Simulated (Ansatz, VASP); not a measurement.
**CdS: VASP beside Ansatz**

Contents of POSCAR:

```
CdS
1.0
    4.2325706819      0.0000000000      0.0000000000
   -2.1162803745      3.6655122739      0.0000000000
    0.0000000000      0.0000000000      5.7652146652
Cd S
1 1
Direct
    0.0000000000      0.0000000000      0.4426900000
    0.6666666667      0.3333333333      0.4343100000
```

The input INCAR.step1:

```
PREC = Accurate
ENCUT = 520
ISMEAR = -1
SIGMA = 0.1
LREAL = F
LASPH = T
NELM = 80
NBANDS = 16
GGA = PE
ALGO = Normal
EDIFF = 1E-4
LWAVE = T
LCHARG = F
```

Contents of INCAR.step2:

```
PREC = Accurate
ENCUT = 520
EDIFF = 1E-6
ISMEAR = -1
SIGMA = 0.1
LREAL = F
LASPH = T
NELM = 80
ALGO = Normal
ISIF = 2
LWAVE = F
LCHARG = F
METAGGA = R2SCAN
LMIXTAU = T
NBANDS = 16
ISTART = 1
```

The input KPOINTS:

```
regular mesh
0
Gamma
  6 6 4
```

Input for Ansatz:

```yaml
crystal:
  lattice:
    - [4.232570681910088, 0.0, 0.0]
    - [-2.1162803745131025, 3.6655122738682477, 0.0]
    - [0.0, 0.0, 5.7652146651793]
  atoms:
    - { symbol: Cd, position: [0.0, 0.0, 0.44269] }
    - { symbol: S, position: [0.6666666666666666, 0.3333333333333333, 0.43431] }
basis:
  ecutwfc: 500.0
kpoints:
  mp_grid:
    grid: [6, 6, 4]
hamiltonian:
  xc: r2scan
scf:
  occupations:
    method: fermi_dirac
output:
  stress: true
```

Alike in both runs: task single point; functional r2SCAN; k mesh 6 × 6 × 4; no spin polarisation.

```csv
,VASP,Ansatz
version,VASP 6.6.1,Ansatz 0.2.0
potentials or method,"VASP PAW PBE potentials, release 64 (Cd, S), cutoff 520 eV","plane waves, PAW"
occupations,"fermi-dirac, width 0.1 eV",fermi-dirac
valence electrons in the cell,18,26
```

```tsv
	VASP	Ansatz	Ansatz less VASP
pressure (GPa)	-0.1	-0.3	-0.17
traceless stress, the component that is largest in VASP (GPa)	-0.01	0.18	+0.184
```

VASP's potentials were made for PBE, not for r2SCAN. VASP's potentials hold 18 valence electrons a cell and Ansatz's 26, so a difference there can come from the potentials and not from the codes. Ansatz's warnings: structure snapped to symmetry.
